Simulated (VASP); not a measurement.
# SnSe in VASP: a series of runs, part 2 of 2

VASP 6.6.1. The steps go on from the part before.

### Step 4. Single point, LDA

This run uses another cell than the first one, of 48.44 Å³/atom, 1.021 times its volume.

INCAR reads:

```
ALGO = Normal
EDIFF = 1E-6
ENCUT = 520
GGA = CA
ISIF = 2
ISMEAR = -1
LASPH = True
LCHARG = False
LREAL = False
LWAVE = False
NBANDS = 28
NELM = 60
PREC = Accurate
SIGMA = 0.05
```

KPOINTS reads:

```
k-points
0
Gamma
  6 6 3
```

POSCAR reads:

```
SnSe
1.0
    4.2274104894      0.0000000000      0.0000000000
    0.0000000000      4.2274104894      0.0000000000
    0.0000000000      0.0000000000     10.8421510545
Sn Se
2 2
Direct
    0.0000000000      0.5000000000      0.6277708900
    0.5000000000      0.0000000000      0.3722291100
    0.0000000000      0.5000000000      0.3839605100
    0.5000000000      0.0000000000      0.6160394900
```

Potentials or basis: VASP PAW LDA potentials, release 64 (Sn_d, Se).

The run is started by

```bash
cat potpaw_LDA.64/Sn_d/POTCAR potpaw_LDA.64/Se/POTCAR > POTCAR
mpirun -np 1 vasp_std > vasp.out
```

OUTCAR:

```text
EDIFF = 1E-6
   ENCUT = 520
   GGA = CA
   ISIF = 2
   ISMEAR = -1
   LASPH = True
   LREAL = False
   NELM = 60
   PREC = Accurate

 ion  position               nearest neighbor table
   1  0.000  0.500  0.628-   3 2.64   4 2.99   4 2.99   4 2.99   4 2.99
   2  0.500  0.000  0.372-   4 2.64   3 2.99   3 2.99   3 2.99   3 2.99
   3  0.000  0.500  0.384-   1 2.64   2 2.99   2 2.99   2 2.99   2 2.99
   4  0.500  0.000  0.616-   2 2.64   1 2.99   1 2.99   1 2.99   1 2.99

  LATTYP: Found a simple tetragonal cell.
 ALAT       =     4.2274104894
 C/A-ratio  =     2.5647263453

  Lattice vectors:

 A1 = (   4.2274104894,   0.0000000000,   0.0000000000)
 A2 = (   0.0000000000,   4.2274104894,   0.0000000000)
 A3 = (   0.0000000000,   0.0000000000,  10.8421510545)

Analysis of symmetry for initial positions (statically):
=====================================================================
 Subroutine PRICEL returns:
[... 168 lines left out ...]
  free energy    TOTEN  =       -18.47249323 eV

  energy without entropy =      -18.47249291  energy(sigma->0) =      -18.47249307

 E-fermi :   1.4116     XC(G=0):  -6.3676

 val. band max:        0.7140560306   @ k =   0.3333   0.0000   0.3333
 cond. band min:       2.1237596991   @ k =   0.3333   0.0000   0.3333
 fundamental gap:      1.4097036686
 Fermi energy:         1.4116285587

 k-point     1 :       0.0000    0.0000    0.0000
  band No.  band energies     occupation
      1     -20.2947      2.00000
      2     -20.2915      2.00000
      3     -20.2866      2.00000
      4     -20.2847      2.00000
      5     -20.2782      2.00000
      6     -20.2594      2.00000
[... 609 lines left out ...]
     27       7.3782      0.00000
     28       7.3782      0.00000

------------------------ aborting loop because EDIFF is reached ----------------------------------------

  FORCE on cell =-STRESS in cart. coord.  units (eV):
  Direction    XX          YY          ZZ          XY          YZ          ZX
  --------------------------------------------------------------------------------------
  -------------------------------------------------------------------------------------
  Total       -0.8033611     -0.8033611      0.6778949      0.0000000      0.0000000      0.0000000
  in kB       -6.6428901     -6.6428901      5.6054263      0.0000000      0.0000000      0.0000000
  external PRESSURE =      -2.5601180 kB  Pullay stress =       0.0000000 kB

 VOLUME and BASIS-vectors are now :
 -----------------------------------------------------------------------------
  energy-cutoff  :      520.00
  volume of cell :      193.76
      direct lattice vectors                 reciprocal lattice vectors
     4.227410489  0.000000000  0.000000000     0.236551431  0.000000000  0.000000000
     0.000000000  4.227410489  0.000000000     0.000000000  0.236551431  0.000000000
     0.000000000  0.000000000 10.842151055     0.000000000  0.000000000  0.092232620

 POSITION                                       TOTAL-FORCE (eV/Angst)
 -----------------------------------------------------------------------------------
      0.00000      2.11371      6.80639         0.000000     -0.000000      0.064378
      2.11371      0.00000      4.03576        -0.000000      0.000000     -0.064378
      0.00000      2.11371      4.16296         0.000000      0.000000     -0.209915
      2.11371      0.00000      6.67919        -0.000000      0.000000      0.209915
 -----------------------------------------------------------------------------------
    total drift:                                0.000000      0.000000      0.000000

  FREE ENERGIE OF THE ION-ELECTRON SYSTEM (eV)
  ---------------------------------------------------
  free  energy   TOTEN  =       -18.4724932344 eV

  energy  without entropy=      -18.4724929087  energy(sigma->0) =      -18.47249307
```

stdout:

```text
POSCAR found type information on POSCAR SnSe
 POSCAR found :  2 types and       4 ions
 scaLAPACK will be used
 LDA part: xc-table for (Slater(with rela. corr.)+CA(PZ))
 , standard interpolation
 POSCAR, INCAR and KPOINTS ok, starting setup
 FFT: planning ... GRIDC
 FFT: planning ... GRID_SOFT
 FFT: planning ... GRID
 WAVECAR not read
 entering main loop
```

Wall time 74 s (1 thread of Intel Xeon Platinum 8259CL at 2.50GHz (Skylake/Cascade Lake), shared host); peak memory 0.28 GiB.

Results:

```yaml
Free_energy: -18.4725 eV
Largest_force: 0.210 eV/Å
Band_gap_on_the_k_mesh: 1.41 eV, direct
```

Forces on the atoms (eV/Å):
```
Sn   0.000  0.000  0.064
Sn   0.000  0.000 -0.064
Se   0.000  0.000 -0.210
Se   0.000  0.000  0.210
```

Levels at points of the mesh, in eV from the valence-band top:
```tsv
k point	band 18	band 19	band 20	band 21	band 22	band 23
(0.00, 0.00, 0.00)	-1.77	-1.77	-0.23	1.56	3.65	3.75
(0.50, 0.00, 0.00)	-1.58	-0.24	-0.24	1.55	1.55	2.06
(0.50, 0.50, 0.00)	-3.37	-1.71	-1.71	3.74	3.74	4.61
```

Caveat: spin-orbit coupling is left out, which moves the levels of the heavy elements.

### Step 5. Single point, PBEsol

This run uses another cell than the first one, of 48.44 Å³/atom, 1.021 times its volume.

INCAR reads:

```
SYSTEM = SnSe
  ALGO = Normal
  EDIFF = 1E-6
  ENCUT = 520
  GGA = PS
  ISIF = 2
  ISMEAR = -1
  LASPH = .True.
  LCHARG = .True.
  LELF = .True.
  LREAL = .False.
  LVHAR = .True.
  LWAVE = .False.
  NBANDS = 28
  NELM = 60
  PREC = Accurate
  SIGMA = 0.05
```

KPOINTS reads:

```
k-points
0
Gamma
  6 6 3
  0 0 0
```

POSCAR is that of step 4.

Potentials or basis: VASP PAW PBE potentials, release 64 (Sn_d, Se).

The run is started by

```bash
cat potpaw_PBE.64/Sn_d/POTCAR potpaw_PBE.64/Se/POTCAR > POTCAR
mpirun -np 1 vasp_std > vasp.out
```

Run time: 76 s. Hardware: 1 thread of Intel Xeon Platinum 8259CL at 2.50GHz (Skylake/Cascade Lake), shared host; peak memory 0.32 GiB.

It converged, with:

```yaml
Free_energy: -17.5757 eV
Largest_force: 0.330 eV/Å
Band_gap_on_the_k_mesh: 1.42 eV, direct
```

Forces on the atoms (eV/Å):
```
Sn   0.000  0.000  0.197
Sn   0.000  0.000 -0.197
Se   0.000  0.000 -0.330
Se   0.000  0.000  0.330
```

Levels at points of the mesh, in eV from the valence-band top:
```csv
k point,band 17,band 18,band 19,band 20,band 21,band 22,band 23,band 24
"(0.00, 0.00, 0.00)",-3.21,-1.80,-1.80,-0.25,1.61,3.57,3.70,4.53
"(0.50, 0.00, 0.00)",-1.62,-1.62,-0.24,-0.24,1.57,1.57,2.07,2.07
"(0.50, 0.50, 0.00)",-3.40,-3.40,-1.74,-1.74,3.78,3.78,4.60,4.60
```

Caveat: the PAW data sets were made with another functional, which shifts forces and pressure a little; spin-orbit coupling is left out, which moves the levels of the heavy elements.

### Step 6. Single point, LDA

This run uses another cell than the first one, of 49.45 Å³/atom, 1.043 times its volume.

INCAR reads:

```
PREC = Accurate
ENCUT = 520
EDIFF = 1E-6
ISMEAR = -1
SIGMA = 0.05
LREAL = False
LASPH = True
NELM = 100
ALGO = Normal
ISIF = 2
LWAVE = False
LCHARG = False
NBANDS = 28
```

KPOINTS reads:

```
Automatic mesh
0
Gamma
  6 6 3
```

POSCAR reads:

```
SnSe
1.0
    4.2565659658      0.0000000000      0.0000000000
    0.0000000000      4.2565659658      0.0000000000
    0.0000000000      0.0000000000     10.9169268730
Sn Se
2 2
Direct
    0.0000000000      0.5000000000      0.6277708900
    0.5000000000      0.0000000000      0.3722291100
    0.0000000000      0.5000000000      0.3839605100
    0.5000000000      0.0000000000      0.6160394900
```

Potentials or basis: VASP PAW LDA potentials, release 64 (Sn_d, Se).

The run is started by

```bash
cat potpaw_LDA.64/Sn_d/POTCAR potpaw_LDA.64/Se/POTCAR > POTCAR
mpirun -np 1 vasp_std > vasp.out
```

Run time: 90 s. Hardware: 1 thread of Intel Xeon Platinum 8259CL at 2.50GHz (Skylake/Cascade Lake), shared host; peak memory 0.28 GiB.

Results (log left out):

```yaml
Free_energy: -18.4591 eV
Largest_force: 0.089 eV/Å
Band_gap_on_the_k_mesh: 1.43 eV, direct
```

Forces on the atoms (eV/Å):
```
Sn   0.000  0.000 -0.083
Sn   0.000  0.000  0.083
Se   0.000  0.000 -0.089
Se   0.000  0.000  0.089
```

Levels at points of the mesh, in eV from the valence-band top:
```csv
k point,band 18,band 19,band 20,band 21,band 22,band 23
"(0.00, 0.00, 0.00)",-1.68,-1.68,-0.21,1.61,3.74,3.80
"(0.50, 0.00, 0.00)",-1.49,-0.21,-0.21,1.55,1.55,2.08
"(0.50, 0.50, 0.00)",-3.24,-1.65,-1.65,3.73,3.73,4.68
```

Caveat: spin-orbit coupling is left out, which moves the levels of the heavy elements.

### Step 7. The runs side by side

| level | potentials or basis | cell | gap on the mesh (eV) | largest force (eV/Å) |
| --- | --- | --- | --- | --- |
| LDA | VASP PAW LDA potentials, release 64 (Sn_d, Se) | a = 4.198, b = 4.198, c = 10.766 Å, 4 atoms | 1.38 | 0.34 |
| PBEsol | VASP PAW PBE potentials, release 64 (Sn_d, Se) | a = 4.198, b = 4.198, c = 10.766 Å, 4 atoms | 1.39 | 0.46 |
| LDA | VASP PAW LDA potentials, release 64 (Sn_d, Se) | a = 4.227, b = 4.227, c = 10.842 Å, 4 atoms | 1.41 | 0.21 |
| PBEsol | VASP PAW PBE potentials, release 64 (Sn_d, Se) | a = 4.227, b = 4.227, c = 10.842 Å, 4 atoms | 1.42 | 0.33 |
| LDA | VASP PAW LDA potentials, release 64 (Sn_d, Se) | a = 4.257, b = 4.257, c = 10.917 Å, 4 atoms | 1.43 | 0.09 |

Alike in all rows: task single point; no spin polarisation; k mesh 6 × 6 × 3; cutoff (eV) 520; smearing fermi-dirac 0.05 eV.

Caveats: spin-orbit coupling is left out, which moves the levels of the heavy elements; the PAW data sets were made with another functional, which shifts forces and pressure a little (some runs).

Absolute energies hang on the potentials; compare differences alone.
